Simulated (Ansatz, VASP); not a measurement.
**NaH in VASP and in Ansatz**

INCAR

```
PREC = Accurate ; ENCUT = 520
EDIFF = 1E-6 ; ISMEAR = 0
SIGMA = 0.01 ; LREAL = False
LASPH = True ; NELM = 80
ALGO = Normal ; ISIF = 2
LWAVE = False ; LCHARG = True
GGA = PE ; LELF = True
LVHAR = True ; NBANDS = 11
```

KPOINTS

```
Automatic mesh
0
Gamma
  6 6 6
```

File POSCAR:

```
NaH
1.0
    0.0000000000      2.3975122873      2.3975122873
    2.3975122873      0.0000000000      2.3975122873
    2.3975122873      2.3975122873      0.0000000000
Na H
1 1
Direct
    0.0000000000      0.0000000000      0.0000000000
    0.5000000000      0.5000000000      0.5000000000
```

Input for Ansatz:

```yaml
crystal:
  lattice:
    - [0.0, 2.3975122873, 2.3975122873]
    - [2.3975122873, 0.0, 2.3975122873]
    - [2.3975122873, 2.3975122873, 0.0]
  atoms:
    - { symbol: Na, position: [0.0, 0.0, 0.0] }
    - { symbol: H, position: [0.5, 0.5, 0.5] }
kpoints:
  mp_grid: { grid: [6, 6, 6] }
hamiltonian:
  xc: pbe
scf:
  occupations: { method: fixed }
  n_extra_bands: 4
output:
  forces: true
  stress: true
  eigenvalues: true
  write_density: true
  write_potential: true
  elf: true
  volumetric_format: npy
```

Alike in both runs: task single point; functional PBE; k mesh 6 × 6 × 6; no spin polarisation.

|  | VASP | Ansatz |
| --- | --- | --- |
| version | VASP 6.6.1 | Ansatz 0.2.0 |
| potentials or method | VASP PAW PBE potentials, release 64 (Na_pv, H) | plane waves, PAW |
| plane-wave cutoff (eV) | 520 | 420 |
| occupations | gaussian, width 0.01 eV | fixed |
| valence electrons in the cell | 8 | 10 |

|  | VASP | Ansatz | Ansatz less VASP |
| --- | --- | --- | --- |
| gap on the k mesh at the Fermi level (eV) | 3.85 | 3.85 | +0.002 |
| pressure (GPa) | 0.5 | 0.6 | +0.03 |

VASP's potentials hold 8 valence electrons a cell and Ansatz's 10, so a difference there can come from the potentials and not from the codes.
